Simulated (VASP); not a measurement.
# Al2O (Fm-3m) in VASP: further runs

Al2O is run at these levels: PBEsol; tasks: single point.

All numbers are computed with VASP 6.6.1; they aren't measurements. Logs are shortened: lines on timing, memory, paths and dates and some standing lists are left out, and cuts for length are marked.

### Step 1. The cell of the first run

The structure is cubic, space group Fm-3m (No. 225). Conventional cell: a = 5.595 Å, b = 5.595 Å, c = 5.595 Å, α = 90.00°, β = 90.00°, γ = 90.00°. Al (site symmetry -43m) has 4 O at 2.42 Å and 6 Al at 2.80 Å within 3.2 Å. O (site symmetry m-3m) has 8 Al at 2.42 Å within 3.2 Å.

### Step 2. Single point, PBEsol

Contents of INCAR:

```
ALGO     = Normal         # electronic algorithm
EDIFF    = 1E-6           # SCF threshold, eV
ENCUT    = 520            # plane-wave cutoff, eV
GGA      = PS             # functional
ISIF     = 2              # what is computed and relaxed
ISMEAR   = 1              # smearing method
LASPH    = T              # aspherical terms in the spheres
LCHARG   = T              # write CHGCAR
LELF     = T              # ELF
LREAL    = F              # projectors in reciprocal space
LVHAR    = T            
LWAVE    = F              # write WAVECAR
NBANDS   = 13             # bands
NELM     = 80             # most SCF steps
PREC     = Accurate       # precision mode
SIGMA    = 0.1            # smearing width, eV
```

Contents of KPOINTS:

```
k-points
0
Gamma
  7 7 7
```

Contents of POSCAR:

```
Al2O
1.0
    0.0000000000      2.7974683075      2.7974683075
    2.7974683075      0.0000000000      2.7974683075
    2.7974683075      2.7974683075      0.0000000000
Al O
2 1
Direct
    0.2500000000      0.2500000000      0.2500000000
    0.7500000000      0.7500000000      0.7500000000
    0.0000000000      0.0000000000      0.0000000000
```

Potentials or basis: VASP PAW PBE potentials, release 64 (Al, O).

Launch:

```bash
> cat potpaw_PBE.64/Al/POTCAR potpaw_PBE.64/O/POTCAR > POTCAR
> mpirun -np 1 vasp_std > vasp.out
```

OUTCAR:

```text
EDIFF = 1E-6
   ENCUT = 520
   GGA = PS
   ISIF = 2
   ISMEAR = 1
   LASPH = T
   LREAL = F
   NELM = 80
   PREC = Accurate

 ion  position               nearest neighbor table
   1  0.250  0.250  0.250-   3 2.42   3 2.42   3 2.42   3 2.42   2 2.80   2 2.80   2 2.80   2 2.80
                             2 2.80   2 2.80
   2  0.750  0.750  0.750-   3 2.42   3 2.42   3 2.42   3 2.42   1 2.80   1 2.80   1 2.80   1 2.80
                             1 2.80   1 2.80
   3  0.000  0.000  0.000-   2 2.42   2 2.42   2 2.42   1 2.42   1 2.42   1 2.42   2 2.42   1 2.42

  LATTYP: Found a face centered cubic cell.
 ALAT       =     5.5949366150

  Lattice vectors:

 A1 = (   0.0000000000,   2.7974683075,   2.7974683075)
 A2 = (   2.7974683075,   0.0000000000,   2.7974683075)
 A3 = (   2.7974683075,   2.7974683075,   0.0000000000)

Analysis of symmetry for initial positions (statically):
=====================================================================
 Subroutine PRICEL returns:
 Original cell was already a primitive cell.

 Routine SETGRP: Setting up the symmetry group for a
 face centered cubic supercell.

 Subroutine GETGRP returns: Found 48 space group operations
 (whereof 48 operations were pure point group operations)
 out of a pool of 48 trial point group operations.

The static configuration has the point symmetry O_h .

Analysis of symmetry for dynamics (positions and initial velocities):
=====================================================================
 Subroutine PRICEL returns:
 Original cell was already a primitive cell.

 Routine SETGRP: Setting up the symmetry group for a
 face centered cubic supercell.

 Subroutine GETGRP returns: Found 48 space group operations
 (whereof 48 operations were pure point group operations)
 out of a pool of 48 trial point group operations.

The dynamic configuration has the point symmetry O_h .

 Subroutine INISYM returns: Found 48 space group operations
 (whereof 48 operations are pure point group operations),
 and found     1 'primitive' translations

----------------------------------------------------------------------------------------

                                     Primitive cell

  volume of cell :      43.7850

  direct lattice vectors                    reciprocal lattice vectors
     0.000000000  2.797468307  2.797468307    -0.178733035  0.178733035  0.178733035
     2.797468307  0.000000000  2.797468307     0.178733035 -0.178733035  0.178733035
     2.797468307  2.797468307  0.000000000     0.178733035  0.178733035 -0.178733035

  length of vectors
     3.956217621  3.956217621  3.956217621     0.309574697  0.309574697  0.309574697

  position of ions in fractional coordinates (direct lattice)
     0.250000000  0.250000000  0.250000000
     0.750000000  0.750000000  0.750000000
     0.000000000  0.000000000  0.000000000

  ion indices of the primitive-cell ions
   primitive index   ion index
                 1           1
                 2           2
                 3           3

----------------------------------------------------------------------------------------

 KPOINTS: k-points

Automatic generation of k-mesh.
 Grid dimensions read from file:
 generate k-points for:    7    7    7

 Generating k-lattice:

  Cartesian coordinates                     Fractional coordinates (reciprocal lattice)
    -0.025533291  0.025533291  0.025533291     0.142857143  0.000000000  0.000000000
     0.025533291 -0.025533291  0.025533291     0.000000000  0.142857143  0.000000000
     0.025533291  0.025533291 -0.025533291     0.000000000  0.000000000  0.142857143

  Length of vectors
     0.044224957  0.044224957  0.044224957

  Shift w.r.t. Gamma in fractional coordinates (k-lattice)
     0.000000000  0.000000000  0.000000000

 Subroutine IBZKPT returns following result:
 ===========================================

 Found     20 irreducible k-points:

 Following reciprocal coordinates:
            Coordinates               Weight
  0.000000  0.000000  0.000000      1.000000
  0.142857  0.000000  0.000000      8.000000
  0.285714  0.000000  0.000000      8.000000
  0.428571  0.000000  0.000000      8.000000
  0.142857  0.142857  0.000000      6.000000
  0.285714  0.142857  0.000000     24.000000
[... 12 lines left out ...]
 -0.428571  0.428571  0.142857     24.000000
 -0.285714  0.428571  0.142857     24.000000
   k-points           NKPTS =     20   k-points in BZ     NKDIM =     20   number of bands    NBANDS=     13
   number of dos      NEDOS =    301   number of ions     NIONS =      3
   total plane-waves  NPLWV =  27000
   dimension x,y,z NGX =    30 NGY =   30 NGZ =   30
   dimension x,y,z NGXF=    60 NGYF=   60 NGZF=   60
   ions per type =               2   1
   NGX,Y,Z   is equivalent  to a cutoff of  12.61, 12.61, 12.61 a.u.
   NGXF,Y,Z  is equivalent  to a cutoff of  25.21, 25.21, 25.21 a.u.
 SYSTEM =  unknown system
   PREC   = accura    normal or accurate (medium, high low for compatibility)
   ISTART =      0    job   : 0-new  1-cont  2-samecut
   ICHARG =      2    charge: 1-file 2-atom 10-const
   ISPIN  =      1    spin polarized calculation?
   LNONCOLLINEAR =      F non collinear calculations
   LSORBIT =      F    spin-orbit coupling
   LASPH  =      T    aspherical Exc in radial PAW
   ENCUT  =  520.0 eV  38.22 Ry    6.18 a.u.   7.36  7.36  7.36*2*pi/ulx,y,z
   NELM   =     80;   NELMIN=  2; NELMDL= -5     # of ELM steps
   EDIFF  = 0.1E-05   stopping-criterion for ELM
   LREAL  =      F    real-space projection
   EDIFFG = 0.1E-04   stopping-criterion for IOM
   NSW    =      0    number of steps for IOM
   IBRION =     -1    ionic relax: 0-MD 1-quasi-New 2-CG
   NFREE  =      0    steps in history (QN), initial steepest desc. (CG)
   ISIF   =      2    stress and relaxation
   ISYM   =      2    0-nonsym 1-usesym 2-fastsym
   POTIM  = 0.5000    time-step for ionic-motion
   TEBEG  =    0.0;   TEEND  =   0.0 temperature during run
   PSTRESS=    0.0 pullay stress
   NELECT =      12.0000    total number of electrons
   NUPDOWN=      -1.0000    fix difference up-down
   EMIN   =  10.00;   EMAX   =-10.00  energy-range for DOS
   EFERMI =   0.00;   METHOD = LEGACY
   ISMEAR =     1;   SIGMA  =   0.10  broadening in eV -4-tet -1-fermi 0-gaus
   EFERMI_NEDOS =   21; number of points for ismear=-14 and -15
   IALGO  =     38    algorithm
   IMIX   =      4    mixing-type and parameters
     AMIX     =   0.40;   BMIX     =  1.00
     AMIX_MAG =   1.60;   BMIX_MAG =  1.00
  volume/ion in A,a.u.               =      14.60        98.49
  Fermi-wavevector in a.u.,A,eV,Ry     =   1.063392  2.009520 15.385504  1.130803
  Thomas-Fermi vector in A             =   2.198875
   LORBIT       =      0    0 simple, 1 ext, 2 COOP (PROOUT), +10 PAW based schemes
   GGA     = PS    functional components
   LHFCALC =     F    Hartree Fock is set to
   AEXX    =    0.0000 exact exchange contribution
   IVDW    =     0    specifies the selected vdW correction
   LEPSILON=     F    determine dielectric tensor
   LRPA    =     F    only Hartree local field effects (RPA)
 non-spin polarized calculation
 Methfessel and Paxton  Order N= 1 SIGMA  =   0.10
  energy-cutoff  :      520.00
  volume of cell :       43.79
 maximum number of plane-waves:      1243
 NGX is ok and might be reduce to    30
   NGX = 15   NGY = 15   NGZ = 15

 number of electron      12.0000001 magnetization

 Free energy of the ion-electron system (eV)
  ---------------------------------------------------
  ext. energy  EPLUGINS =         0.00000000
  ---------------------------------------------------
  free energy    TOTEN  =       -13.17535286 eV

  energy without entropy =      -13.17419986  energy(sigma->0) =      -13.17496853

 E-fermi :   6.8493     XC(G=0): -10.2470

 val. band max:        6.8040116283   @ k =   0.2857   0.0000   0.0000
 cond. band min:       6.8723397419   @ k =  -0.2857   0.4286   0.1429
 fundamental gap:      0.0683281136
 Fermi energy:         6.8492514855

 k-point     1 :       0.0000    0.0000    0.0000
  band No.  band energies     occupation
      1     -12.4777      2.00000
      2      -0.2913      2.00000
      3       2.0195      2.00000
      4       2.0195      2.00000
      5       2.0195      2.00000
      6       8.4505     -0.00000
      7       8.4505     -0.00000
      8       8.4505     -0.00000
      9      11.7952      0.00000
     10      13.3387      0.00000
     11      13.3387      0.00000
     12      13.3387      0.00000
     13      13.5194      0.00000

 k-point     2 :       0.1429    0.0000    0.0000
  band No.  band energies     occupation
      1     -12.4253      2.00000
      2      -0.6285      2.00000
      3       1.9458      2.00000
      4       1.9458      2.00000
      5       2.3552      2.00000
      6       7.5868     -0.00000
      7       8.6250     -0.00000
      8       8.6250     -0.00000
      9      11.9243      0.00000
     10      11.9243      0.00000
     11      12.3435      0.00000
     12      13.6480      0.00000
     13      15.3813      0.00000

 k-point     3 :       0.2857    0.0000    0.0000
  band No.  band energies     occupation
      1     -12.3047      2.00000
      2      -1.1782      2.00000
      3       1.7952      2.00000
      4       1.7952      2.00000
      5       2.7213      2.00000
      6       6.8040      1.68569
      7       8.7558     -0.00000
      8       8.7558     -0.00000
      9      11.4501      0.00000
     10      11.4501      0.00000
     11      11.7204      0.00000
     12      15.4075      0.00000
     13      16.8771      0.00000

 k-point     4 :       0.4286    0.0000    0.0000
  band No.  band energies     occupation
      1     -12.2045      2.00000
      2      -1.5251      2.00000
      3       1.6868      2.00000
      4       1.6868      2.00000
      5       2.7085      2.00000
      6       6.7384      2.06608
      7       8.5876     -0.00000
      8       8.5876     -0.00000
      9      11.4706      0.00000
     10      11.8119      0.00000
     11      11.8119      0.00000
     12      14.8538      0.00000
     13      17.4512      0.00000

 k-point     5 :       0.1429    0.1429    0.0000
  band No.  band energies     occupation
      1     -12.4082      2.00000
      2      -0.6829      2.00000
      3       1.7835      2.00000
      4       1.7835      2.00000
      5       2.7290      2.00000
      6       7.4121     -0.00000
      7       8.6207     -0.00000
      8       8.6207     -0.00000
      9      10.2081      0.00000
     10      13.4319      0.00000
     11      13.8541      0.00000
     12      14.1867      0.00000
     13      14.1867      0.00000
[... 193 lines left out ...]
 k-point    18 :      -0.4286    0.2857    0.1429
  band No.  band energies     occupation
      1     -12.1464      2.00000
      2      -1.0775      2.00000
      3       0.2056      2.00000
      4       1.2463      2.00000
      5       4.7085      2.00000
      6       6.4100      2.00000
      7       6.8978      0.27606
      8       8.6579     -0.00000
      9      10.5028      0.00000
     10      11.7752      0.00000
     11      14.9781      0.00000
     12      16.4466      0.00000
     13      16.9024      0.00000

 k-point    19 :      -0.4286    0.4286    0.1429
  band No.  band energies     occupation
      1     -12.1163      2.00000
      2      -1.0404      2.00000
      3       0.3843      2.00000
      4       0.8231      2.00000
      5       4.8382      2.00000
      6       6.0559      2.00000
      7       6.9124      0.13304
      8       8.3107     -0.00000
      9      10.0060      0.00000
     10      13.3110      0.00000
     11      14.4261      0.00000
     12      17.6209      0.00000
     13      18.3374      0.00000

 k-point    20 :      -0.2857    0.4286    0.1429
  band No.  band energies     occupation
      1     -12.1072      2.00000
      2      -0.5673      2.00000
      3      -0.4089      2.00000
      4       0.8559      2.00000
      5       5.4906      2.00000
      6       6.2131      2.00000
      7       6.8723      0.62053
      8       7.6908     -0.00000
      9      10.6612      0.00000
     10      11.9564      0.00000
     11      15.7022      0.00000
     12      17.0506      0.00000
     13      17.2083      0.00000

------------------------ aborting loop because EDIFF is reached ----------------------------------------

  FORCE on cell =-STRESS in cart. coord.  units (eV):
  Direction    XX          YY          ZZ          XY          YZ          ZX
  --------------------------------------------------------------------------------------
  -------------------------------------------------------------------------------------
  Total        0.2299319      0.2299319      0.2299319      0.0000000     -0.0000000     -0.0000000
  in kB        8.4136473      8.4136473      8.4136473      0.0000000     -0.0000000     -0.0000000
  external PRESSURE =       8.4136473 kB  Pullay stress =       0.0000000 kB

 VOLUME and BASIS-vectors are now :
 -----------------------------------------------------------------------------
  energy-cutoff  :      520.00
  volume of cell :       43.79
      direct lattice vectors                 reciprocal lattice vectors
     0.000000000  2.797468307  2.797468307    -0.178733035  0.178733035  0.178733035
     2.797468307  0.000000000  2.797468307     0.178733035 -0.178733035  0.178733035
     2.797468307  2.797468307  0.000000000     0.178733035  0.178733035 -0.178733035

 POSITION                                       TOTAL-FORCE (eV/Angst)
 -----------------------------------------------------------------------------------
      1.39873      1.39873      1.39873        -0.000000     -0.000000     -0.000000
      4.19620      4.19620      4.19620         0.000000      0.000000      0.000000
      0.00000      0.00000      0.00000        -0.000000     -0.000000     -0.000000
 -----------------------------------------------------------------------------------
    total drift:                                0.000000     -0.000000     -0.000000

  FREE ENERGIE OF THE ION-ELECTRON SYSTEM (eV)
  ---------------------------------------------------
  free  energy   TOTEN  =       -13.1753528622 eV

  energy  without entropy=      -13.1741998638  energy(sigma->0) =      -13.17496853
```

It took 33 s on 1 thread of AMD EPYC 7R13, shared host; peak memory 0.13 GiB.

What came out:

```
Free energy            : -13.1754 eV
Pressure               : 0.8 GPa
Band gap on the k mesh : zero (band 6 reaches 8.45 eV, above the bottom of band 7 at 6.78 eV)
```

Caveat: the PAW data sets were made with another functional, which shifts forces and pressure a little.

### Step 3. Single point, PBEsol

This run uses another cell than the first one, of 15.06 Å³/atom, 1.032 times its volume.

Contents of INCAR:

```
SYSTEM = Al2O
PREC     = Accurate       ! precision mode
ENCUT    = 520            ! plane-wave cutoff, eV
EDIFF    = 1E-7           ! SCF threshold, eV
ISMEAR   = 1              ! smearing method
SIGMA    = 0.1            ! smearing width, eV
LREAL    = .FALSE.        ! projectors in reciprocal space
LASPH    = .TRUE.         ! aspherical terms in the spheres
NELM     = 80             ! most SCF steps
ALGO     = Normal         ! electronic algorithm
ISIF     = 2              ! what is computed and relaxed
LWAVE    = .FALSE.        ! write WAVECAR
LCHARG   = .FALSE.        ! write CHGCAR
GGA      = PS             ! functional
NBANDS   = 13             ! bands
```

Contents of KPOINTS:

```
regular mesh
0
G
  7 7 7
  0 0 0
```

Contents of POSCAR:

```
Al2O
1.0
    0.0000000000      2.8266106997      2.8266106997
    2.8266106997      0.0000000000      2.8266106997
    2.8266106997      2.8266106997      0.0000000000
Al O
2 1
Direct
    0.2500000000      0.2500000000      0.2500000000
    0.7500000000      0.7500000000      0.7500000000
    0.0000000000      0.0000000000      0.0000000000
```

Potentials or basis: VASP PAW PBE potentials, release 64 (Al, O).

Launch:

```bash
> cat potpaw_PBE.64/Al/POTCAR potpaw_PBE.64/O/POTCAR > POTCAR
> mpirun -np 1 vasp_std > vasp.out
```

Run time: 34 s. Hardware: 1 thread of AMD EPYC 7R13, shared host; peak memory 0.13 GiB.

Results (log left out):

```yaml
Free_energy: -13.1739 eV
Pressure: -1.3 GPa
Band_gap_on_the_k_mesh: zero (band 6 reaches 8.10 eV, above the bottom of band 7 at 6.41 eV)
```

Levels at points of the mesh, in eV from the Fermi level:
| k point | band 2 | band 3 | band 4 | band 5 | band 6 | band 7 | band 8 | band 9 | band 10 | band 11 |
| --- | --- | --- | --- | --- | --- | --- | --- | --- | --- | --- |
| (0.00, 0.00, 0.00) | -7.05 | -4.61 | -4.61 | -4.61 | 1.61 | 1.61 | 1.61 | 4.63 | 6.44 | 6.44 |

Caveat: the PAW data sets were made with another functional, which shifts forces and pressure a little.
